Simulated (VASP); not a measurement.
# B3C2 (P6/mmm) in VASP: density of states with PBE

Aim: the density of states of B3C2 with PBE.

Program: VASP 6.6.1. These are calculated values, not measurements. Logs are shortened: lines on timing, memory, paths and dates and some standing lists are left out, and cuts for length are marked.

### 1 The cell of the first run

It takes space group P6/mmm (No. 191, hexagonal). Conventional cell: a = 3.551 Å, b = 3.551 Å, c = 3.479 Å, α = 90.00°, β = 90.00°, γ = 120.00°. B (site symmetry mmm) has 2 C at 1.78 Å and 4 B at 1.78 Å within 2.4 Å. Within 2.3 Å of C (site symmetry 6/mmm) lie 2 C at 1.74 Å and 6 B at 1.78 Å. C (site symmetry 6/mmm) has 2 C at 1.74 Å within 2.3 Å.

### 2 Density of states, PBE

File POSCAR:

```
B3C2
1.0
    3.5505818316      0.0000000000      0.0000000000
   -1.7752909158      3.0748940644      0.0000000000
    0.0000000000      0.0000000000      3.4788952872
B C
3 2
Direct
    0.5000000000      0.0000000000      0.5000000000
    0.0000000000      0.5000000000      0.5000000000
    0.5000000000      0.5000000000      0.5000000000
    0.0000000000      0.0000000000      0.5000000000
    0.0000000000      0.0000000000      0.0000000000
```

File INCAR.step1:

```
PREC = Accurate
ENCUT = 520
EDIFF = 1E-6
ISMEAR = 0
SIGMA = 0.1
LREAL = F
LASPH = T
NELM = 80
ALGO = Normal
ISIF = 2
LWAVE = F
LCHARG = T
GGA = PE
NBANDS = 16
```

File KPOINTS.step1:

```
regular mesh
0
Gamma
  12 12 10
```

File INCAR.step2:

```
PREC = Accurate
ENCUT = 520
EDIFF = 1E-6
ISMEAR = -5
SIGMA = 0.1
LREAL = F
LASPH = T
NELM = 80
ALGO = Normal
ISIF = 2
LWAVE = F
LCHARG = F
GGA = PE
LORBIT = 10
NBANDS = 16
NEDOS = 1001
ICHARG = 11
```

File KPOINTS.step2:

```
regular mesh
0
Gamma
  18 18 15
```

Potentials or basis: VASP PAW PBE potentials, release 64 (B, C).

The run is started by

```bash
cat potpaw_PBE.64/B/POTCAR potpaw_PBE.64/C/POTCAR > POTCAR
cp INCAR.step1 INCAR
cp KPOINTS.step1 KPOINTS
mpirun -np 1 vasp_std > vasp.out
cp INCAR.step2 INCAR
cp KPOINTS.step2 KPOINTS
mpirun -np 1 vasp_std > vasp.out
```

OUTCAR:

```text
PREC = Accurate
   ENCUT = 520
   EDIFF = 1E-6
   ISMEAR = -5
   LREAL = F
   LASPH = T
   NELM = 80
   ISIF = 2
   GGA = PE
   LORBIT = 10
   ICHARG = 11

 ion  position               nearest neighbor table
   1  0.500  0.000  0.500-   4 1.78   4 1.78   2 1.78   3 1.78   3 1.78   2 1.78
   2  0.000  0.500  0.500-   3 1.78   3 1.78   4 1.78   4 1.78   1 1.78   1 1.78
   3  0.500  0.500  0.500-   2 1.78   2 1.78   4 1.78   1 1.78   1 1.78   4 1.78
   4  0.000  0.000  0.500-   5 1.74   5 1.74   1 1.78   1 1.78   3 1.78   2 1.78   2 1.78   3 1.78

   5  0.000  0.000  0.000-   4 1.74   4 1.74

  LATTYP: Found a hexagonal cell.
 ALAT       =     3.5505818316
 C/A-ratio  =     0.9798099163

  Lattice vectors:

 A1 = (   3.5505818316,   0.0000000000,   0.0000000000)
 A2 = (  -1.7752909158,   3.0748940644,   0.0000000000)
 A3 = (   0.0000000000,   0.0000000000,   3.4788952872)

Analysis of symmetry for initial positions (statically):
=====================================================================
 Subroutine PRICEL returns:
 Original cell was already a primitive cell.

 Routine SETGRP: Setting up the symmetry group for a
 hexagonal supercell.

 Subroutine GETGRP returns: Found 24 space group operations
 (whereof 24 operations were pure point group operations)
 out of a pool of 24 trial point group operations.

The static configuration has the point symmetry D_6h.

Analysis of symmetry for dynamics (positions and initial velocities):
=====================================================================
 Subroutine PRICEL returns:
 Original cell was already a primitive cell.

 Routine SETGRP: Setting up the symmetry group for a
 hexagonal supercell.

 Subroutine GETGRP returns: Found 24 space group operations
 (whereof 24 operations were pure point group operations)
 out of a pool of 24 trial point group operations.

The dynamic configuration has the point symmetry D_6h.

 Subroutine INISYM returns: Found 24 space group operations
 (whereof 24 operations are pure point group operations),
 and found     1 'primitive' translations

----------------------------------------------------------------------------------------

                                     Primitive cell

  volume of cell :      37.9814

  direct lattice vectors                    reciprocal lattice vectors
     3.550581832  0.000000000  0.000000000     0.281643980  0.162607228  0.000000000
    -1.775290916  3.074894064  0.000000000     0.000000000  0.325214456  0.000000000
     0.000000000  0.000000000  3.478895287     0.000000000  0.000000000  0.287447571

  length of vectors
     3.550581832  3.550581832  3.478895287     0.325214456  0.325214456  0.287447571

  position of ions in fractional coordinates (direct lattice)
     0.500000000  0.000000000  0.500000000
     1.000000000  0.500000000  0.500000000
     0.500000000  0.500000000  0.500000000
     0.000000000  0.000000000  0.500000000
     0.000000000  0.000000000  0.000000000

  ion indices of the primitive-cell ions
   primitive index   ion index
                 1           1
                 2           2
                 3           3
                 4           4
                 5           5

----------------------------------------------------------------------------------------

 KPOINTS: regular mesh

Automatic generation of k-mesh.
 Grid dimensions read from file:
 generate k-points for:   18   18   15

 Generating k-lattice:

  Cartesian coordinates                     Fractional coordinates (reciprocal lattice)
     0.015646888  0.009033735  0.000000000     0.055555556 -0.000000000  0.000000000
     0.000000000  0.018067470  0.000000000     0.000000000  0.055555556  0.000000000
     0.000000000  0.000000000  0.019163171     0.000000000  0.000000000  0.066666667

  Length of vectors
     0.018067470  0.018067470  0.019163171

  Shift w.r.t. Gamma in fractional coordinates (k-lattice)
     0.000000000  0.000000000  0.000000000

 TETIRR: Found   4782 inequivalent tetrahedra from    29160

 Subroutine IBZKPT returns following result:
 ===========================================

 Found    296 irreducible k-points:

 Following reciprocal coordinates:
            Coordinates               Weight
  0.000000  0.000000  0.000000      1.000000
  0.055556 -0.000000  0.000000      6.000000
  0.111111 -0.000000  0.000000      6.000000
  0.166667  0.000000  0.000000      6.000000
  0.222222 -0.000000  0.000000      6.000000
  0.277778  0.000000  0.000000      6.000000
[... 16 lines left out ...]
  0.333333  0.111111  0.000000     12.000000
  0.388889  0.111111  0.000000     12.000000
 [... further k-points ...]
   k-points           NKPTS =    296   k-points in BZ     NKDIM =    296   number of bands    NBANDS=     16
   number of dos      NEDOS =   1001   number of ions     NIONS =      5
   total plane-waves  NPLWV =  21952
   dimension x,y,z NGX =    28 NGY =   28 NGZ =   28
   dimension x,y,z NGXF=    56 NGYF=   56 NGZF=   56
   ions per type =               3   2
   NGX,Y,Z   is equivalent  to a cutoff of  13.11, 13.11, 13.38 a.u.
   NGXF,Y,Z  is equivalent  to a cutoff of  26.22, 26.22, 26.76 a.u.
 SYSTEM =  unknown system
   PREC   = accura    normal or accurate (medium, high low for compatibility)
   ISTART =      0    job   : 0-new  1-cont  2-samecut
   ICHARG =     11    charge: 1-file 2-atom 10-const
   ISPIN  =      1    spin polarized calculation?
   LNONCOLLINEAR =      F non collinear calculations
   LSORBIT =      F    spin-orbit coupling
   LASPH  =      T    aspherical Exc in radial PAW
   ENCUT  =  520.0 eV  38.22 Ry    6.18 a.u.   6.60  6.60  6.47*2*pi/ulx,y,z
   NELM   =     80;   NELMIN=  2; NELMDL=  0     # of ELM steps
   EDIFF  = 0.1E-05   stopping-criterion for ELM
   LREAL  =      F    real-space projection
   EDIFFG = 0.1E-04   stopping-criterion for IOM
   NSW    =      0    number of steps for IOM
   IBRION =     -1    ionic relax: 0-MD 1-quasi-New 2-CG
   NFREE  =      0    steps in history (QN), initial steepest desc. (CG)
   ISIF   =      2    stress and relaxation
   ISYM   =      2    0-nonsym 1-usesym 2-fastsym
   POTIM  = 0.5000    time-step for ionic-motion
   TEBEG  =    0.0;   TEEND  =   0.0 temperature during run
   PSTRESS=    0.0 pullay stress
   NELECT =      17.0000    total number of electrons
   NUPDOWN=      -1.0000    fix difference up-down
   EMIN   =  10.00;   EMAX   =-10.00  energy-range for DOS
   EFERMI =   0.00;   METHOD = LEGACY
   ISMEAR =    -5;   SIGMA  =   0.10  broadening in eV -4-tet -1-fermi 0-gaus
   EFERMI_NEDOS =   21; number of points for ismear=-14 and -15
   IALGO  =     38    algorithm
   IMIX   =      4    mixing-type and parameters
     AMIX     =   0.40;   BMIX     =  1.00
     AMIX_MAG =   1.60;   BMIX_MAG =  1.00
  volume/ion in A,a.u.               =       7.60        51.26
  Fermi-wavevector in a.u.,A,eV,Ry     =   1.252278  2.366462 21.336663  1.568200
  Thomas-Fermi vector in A             =   2.386186
   LORBIT       =     10    0 simple, 1 ext, 2 COOP (PROOUT), +10 PAW based schemes
   GGA     = PE    functional components
   LHFCALC =     F    Hartree Fock is set to
   AEXX    =    0.0000 exact exchange contribution
   IVDW    =     0    specifies the selected vdW correction
   LEPSILON=     F    determine dielectric tensor
   LRPA    =     F    only Hartree local field effects (RPA)
 non-spin polarized calculation
 Fermi weights with tetrahedron method with Bloechl corrections
  energy-cutoff  :      520.00
  volume of cell :       37.98
 maximum number of plane-waves:      1057
 NGX is ok and might be reduce to    28

 number of electron      17.0000000 magnetization

 Free energy of the ion-electron system (eV)
  ---------------------------------------------------
  ext. energy  EPLUGINS =         0.00000000
  ---------------------------------------------------
  free energy    TOTEN  =       -27.49630942 eV

  energy without entropy =      -27.49630942  energy(sigma->0) =      -27.49630942

 E-fermi :   7.2397     XC(G=0): -11.6426

 val. band max:        7.3770505081   @ k =   0.4444   0.0556   0.4667
 cond. band min:       7.1717779869   @ k =   0.2222   0.1111   0.0000
 fundamental gap:     -0.2052725212
 Fermi energy:         7.2397075235

 k-point     1 :       0.0000    0.0000    0.0000
  band No.  band energies     occupation
      1     -12.0640      2.00000
      2      -2.7399      2.00000
      3      -2.7399      2.00000
      4      -2.2718      2.00000
      5      -1.0293      2.00000
      6      -0.6161      2.00000
[... 8 lines left out ...]
     15      17.1722      0.00000
     16      18.6360      0.00000

 k-point     2 :       0.0556   -0.0000    0.0000
  band No.  band energies     occupation
      1     -12.0342      2.00000
      2      -2.9574      2.00000
      3      -2.7468      2.00000
      4      -2.2425      2.00000
      5      -1.0908      2.00000
      6      -0.4844      2.00000
[... 8 lines left out ...]
     15      17.1893      0.00000
     16      18.4895      0.00000

 k-point     3 :       0.1111   -0.0000    0.0000
  band No.  band energies     occupation
      1     -11.9457      2.00000
      2      -3.4851      2.00000
      3      -2.7665      2.00000
      4      -2.1561      2.00000
      5      -1.2469      2.00000
      6      -0.2024      2.00000
[... 8 lines left out ...]
     15      17.1175      0.00000
     16      18.1920      0.00000
[... 362 lines left out ...]
 k-point    23 :       0.3333    0.1111    0.0000
  band No.  band energies     occupation
      1     -10.7798      2.00000
      2      -6.6697      2.00000
      3      -4.0818      2.00000
      4      -1.1564      2.00000
      5      -0.8710      2.00000
      6       1.0632      2.00000
[... 8 lines left out ...]
     15      13.8335      0.00000
     16      15.5288      0.00000

 k-point    24 :       0.3889    0.1111    0.0000
  band No.  band energies     occupation
      1     -10.5838      2.00000
      2      -7.0238      2.00000
      3      -4.1691      2.00000
      4      -1.0226      2.00000
      5      -0.8482      2.00000
      6       1.1915      2.00000
[... 8 lines left out ...]
     15      14.8717      0.00000
     16      15.2681      0.00000

 [... further k-points ...]
[... 5 lines left out ...]
  --------------------------------------------------------------------------------------
  -------------------------------------------------------------------------------------
  Total        0.3314873      0.3314873     -0.8568586      0.0000000      0.0000000      0.0000000
  in kB       13.9831961     13.9831961    -36.1450381      0.0000000      0.0000000      0.0000000
  external PRESSURE =      -2.7262153 kB  Pullay stress =       0.0000000 kB

 VOLUME and BASIS-vectors are now :
 -----------------------------------------------------------------------------
  energy-cutoff  :      520.00
  volume of cell :       37.98
      direct lattice vectors                 reciprocal lattice vectors
     3.550581832  0.000000000  0.000000000     0.281643980  0.162607228  0.000000000
    -1.775290916  3.074894064  0.000000000     0.000000000  0.325214456  0.000000000
     0.000000000  0.000000000  3.478895287     0.000000000  0.000000000  0.287447571

 POSITION                                       TOTAL-FORCE (eV/Angst)
 -----------------------------------------------------------------------------------
      1.77529      0.00000      1.73945        -0.000000      0.000000      0.000000
     -0.88765      1.53745      1.73945        -0.000000      0.000000      0.000000
      0.88765      1.53745      1.73945         0.000000      0.000000      0.000000
      0.00000      0.00000      1.73945         0.000000      0.000000      0.000000
      0.00000      0.00000      0.00000         0.000000      0.000000      0.000000
 -----------------------------------------------------------------------------------
    total drift:                               -0.000000     -0.000000      0.000000

  FREE ENERGIE OF THE ION-ELECTRON SYSTEM (eV)
  ---------------------------------------------------
  free  energy   TOTEN  =       -27.4963094214 eV

  energy  without entropy=      -27.4963094214  energy(sigma->0) =      -27.49630942

 total charge

# of ion       s       p       d       tot
------------------------------------------
    1        0.636   1.218   0.000   1.854
    2        0.636   1.218   0.000   1.854
    3        0.636   1.218   0.000   1.854
    4        0.873   1.536   0.000   2.409
    5        0.993   1.208   0.000   2.202
--------------------------------------------------
tot          3.773   6.398   0.000  10.171
```

Run time: 3.4 min. Hardware: 1 thread of Oxide Virtual Turin-like, shared host; peak memory 0.23 GiB.

What came out:

```
Valence electrons inside the program's atomic spheres : B 1.85; C 2.41, 2.20
```

Caveat: tetrahedron occupations give inexact forces and stress in metals.
